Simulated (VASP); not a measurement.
A run of VASP 6.6.1 is set up as follows.

File INCAR:

```
ALGO     = Normal         # electronic algorithm
EDIFF    = 1E-6           # SCF threshold, eV
ENCUT    = 500            # plane-wave cutoff, eV
GGA      = PE             # functional
GGA_COMPAT= F            
ISIF     = 2              # what is computed and relaxed
ISMEAR   = 0              # smearing method
LASPH    = T              # aspherical terms in the spheres
LCHARG   = F              # write CHGCAR
LREAL    = F              # projectors in reciprocal space
LWAVE    = F              # write WAVECAR
NBANDS   = 15             # bands
NELM     = 120            # most SCF steps
PREC     = Accurate       # precision mode
SIGMA    = 0.01           # smearing width, eV
```

Contents of KPOINTS:

```
k-points
0
Gamma
  2 2 2
```

POSCAR

```
CaS
1.0
    0.0000000000      2.5799844402      2.5799844402
    2.5799844402      0.0000000000      2.5799844402
    2.5799844402      2.5799844402      0.0000000000
Ca S
1 1
Direct
    0.0000000000      0.0000000000      0.0000000000
    0.5000000000      0.5000000000      0.5000000000
```

Potentials or basis: VASP PAW PBE potentials, release 64 (Ca_sv, S).

Launch:

```console
$ cat potpaw_PBE.64/Ca_sv/POTCAR potpaw_PBE.64/S/POTCAR > POTCAR
$ mpirun -np 1 vasp_std > vasp.out
```

(1) What does it give for the pressure?

(2) What does it give for the band gap on the k mesh?

Results:

(1) 41.8 GPa.

(2) 1.05 eV, indirect (least direct gap 2.08 eV).

Caveat: the k points lie up to 1.05 Å⁻¹ apart.
